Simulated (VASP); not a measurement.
Runs of VASP 6.6.1 on SnSe. The structure is that of space group P6_3mc (No. 186), or close to it. The cells are those of the table. 

| task | level | potentials or basis | cell | cutoff (eV) | smearing | gap on the mesh (eV) | pressure (GPa) | relaxed volume (Å³/atom) | largest force (eV/Å) |
| --- | --- | --- | --- | --- | --- | --- | --- | --- | --- |
| relaxation of cell and atoms | PBEsol | VASP PAW PBE potentials, release 64 (Sn_d, Se) | relaxed from a = 5.105, b = 5.105, c = 6.211 Å, angles 90.0, 90.0, 120.0°, 4 atoms | 600 | fermi-dirac 0.02 eV | 0.43 | 0.0 | 32.93 | - |
| single point | PBE | VASP PAW PBE potentials, release 64 (Sn_d, Se) | a = 5.105, b = 5.105, c = 6.211 Å, angles 90.0, 90.0, 120.0°, 4 atoms | 520 | fermi-dirac 0.02 eV | 0.82 | 0.0 | - | 0.01 |
| single point | r2SCAN | VASP PAW PBE potentials, release 64 (Sn_d, Se) | a = 5.075, b = 5.075, c = 6.174 Å, angles 90.0, 90.0, 120.0°, 4 atoms | 520 | fermi-dirac 0.02 eV | 1.00 | 0.0 | - | 0.01 |
| single point | PBE | VASP PAW PBE potentials, release 64 (Sn_d, Se) | a = 5.075, b = 5.075, c = 6.174 Å, angles 90.0, 90.0, 120.0°, 4 atoms | 520 | fermi-dirac 0.02 eV | 0.88 | 0.9 | - | 0.11 |
| single point | PBEsol | VASP PAW PBE potentials, release 64 (Sn_d, Se) | a = 5.016, b = 5.016, c = 6.039 Å, angles 90.0, 90.0, 120.0°, 4 atoms | 520 | fermi-dirac 0.02 eV | 0.44 | 0.0 | - | 0.01 |
| relaxation of cell and atoms | PBE | VASP PAW PBE potentials, release 64 (Sn_d, Se) | relaxed from a = 4.143, b = 4.143, c = 6.765 Å, angles 90.0, 90.0, 120.0°, 4 atoms | 600 | fermi-dirac 0.02 eV | 0.80 | 0.0 | 35.03 | - |
| single point | r2SCAN | VASP PAW PBE potentials, release 64 (Sn_d, Se) | a = 5.075, b = 5.075, c = 6.174 Å, angles 90.0, 90.0, 120.0°, 4 atoms | 520 | gaussian 0.01 eV | 1.00 | 0.0 | - | 0.01 |
| single point | LDA | VASP PAW LDA potentials, release 64 (Sn_d, Se) | a = 5.075, b = 5.075, c = 6.174 Å, angles 90.0, 90.0, 120.0°, 4 atoms | 520 | gaussian 0.01 eV | (a) | -2.2 | - | (b) |

Alike in all rows: no spin polarisation; k mesh 6 × 6 × 4.

Question: Fill in the values left out.

Answer: (a) 0.84; (b) 0.02.

Caveats: spin-orbit coupling is left out, which moves the levels of the heavy elements; the PAW data sets were made with another functional, which shifts forces and pressure a little (some runs); the volume moved by over 15 % at a fixed basis, so the end points are rough (some runs).

A k mesh can miss the band edges, and the runs leave out spin-orbit coupling on Se, Sn.
